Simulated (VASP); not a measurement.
## Mg9O8 (a cell with a defect): single point with LDA

Crystal: Mg9O8 (a cell with a defect).

```
Mg O
1.0
     0.00000    4.35200    4.35200
     4.35200    0.00000    4.35200
     4.35200    4.35200    0.00000
Mg O
9 8
Cartesian
  -0.0161 -0.0589 -0.0754
  1.9204 1.6324 0.5579
  2.5454 0.0461 2.1558
  4.1971 2.2214 1.7656
  -0.0428 2.2575 2.2317
  2.1624 4.3941 2.1056
  2.2809 2.2106 4.3184
  4.1266 4.7718 4.2828
  5.6030 3.1036 3.4645
  2.2192 2.1900 2.3182
  4.3885 4.2286 2.3088
  4.3762 2.0239 4.5166
  6.6131 4.5323 4.2438
  2.1787 4.2148 4.3414
  4.6282 6.6620 4.2064
  4.4749 4.4278 6.4444
  6.5623 6.6499 6.3552
```

| Quantity | Value |
| --- | --- |
| Program | VASP 6.6.1 |
| Task | single point |
| Functional | LDA |
| Potentials or basis | VASP PAW LDA potentials, release 64 (Mg, O) |
| Cutoff | 520 eV |
| k mesh | 3 × 3 × 3 |
| Occupations | fermi-dirac, width 0.02 eV |
| Spin | no spin polarisation |

```
Pressure               : 13.3 GPa
Largest force          : 0.061 eV/Å
Band gap on the k mesh : 0.27 eV
```

Forces in eV/Å, atoms in the order of the input:
```
Mg  -0.005 -0.010 -0.024
Mg  -0.019  0.010 -0.023
Mg   0.001 -0.008 -0.002
Mg  -0.003 -0.016 -0.010
Mg  -0.005  0.026  0.015
Mg  -0.025  0.008  0.005
Mg  -0.002  0.003  0.005
Mg   0.001  0.008  0.025
Mg   0.015 -0.013 -0.003
O    0.010  0.013  0.059
O   -0.013  0.004 -0.005
O   -0.043 -0.015  0.011
O    0.019  0.035  0.013
O    0.013 -0.048 -0.016
O    0.013  0.009 -0.005
O    0.018  0.005 -0.007
O    0.025 -0.010 -0.037
```

Stress tensor (GPa, compression positive):
```
10.96  1.35 -1.23
 1.35 14.51 -5.07
-1.23 -5.07 14.40
```

Levels at points of the mesh, in eV from the valence-band top:
```
           k point  band 29  band 30  band 31  band 32  band 33  band 34  band 35  band 36  band 37  band 38
(0.00, 0.00, 0.00)    -5.75    -5.61    -5.49    -5.36    -2.24     0.38     0.86     1.16     1.28     1.69
```

It took 2.3 min on 1 thread of Intel(R) Xeon(R) 6975P-C (Granite Rapids) (shared host), peak memory 0.28 GiB.
